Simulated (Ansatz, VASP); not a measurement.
# Two plane-wave programs on SnGe2

```
Sn Ge
1.0
     2.69656   -1.58571    0.00000
     2.69656    1.58571    0.00000
    -0.52383    0.00000    7.79245
Sn Ge
1 2
Cartesian
  2.6966 0.0000 0.0000
  4.1451 0.0000 5.1950
  0.7242 0.0000 2.5975
```

Alike in both runs: task single point; functional PBE; k mesh 6 × 6 × 2; occupations gaussian, width 0.1 eV; no spin polarisation.

|  | VASP | Ansatz |
| --- | --- | --- |
| version | VASP 6.6.1 | Ansatz 0.2.0 |
| potentials or method | VASP PAW PBE potentials, release 64 (Sn_d, Ge_d), cutoff 520 eV | scalar-relativistic, plane waves, PAW |
| valence electrons in the cell | 42 | 42 |

```csv
,VASP,Ansatz,Ansatz less VASP
gap on the k mesh at the Fermi level (eV),none,none,-
pressure (GPa),2.1,2.1,+0.05
"traceless stress, the component that is largest in VASP (GPa)",0.77,0.77,0.000
rms of the force components (eV/Å),0.280,0.280,+0.0001
```

Atom by atom the forces differ by 0.000 eV/Å (rms over components). A gap of «none» marks a metal or a gap that the smearing closes. The functional is the same, so the differences come from potentials, cutoffs and numerics.

The k mesh is coarse, so the values compare programs but aren't converged.
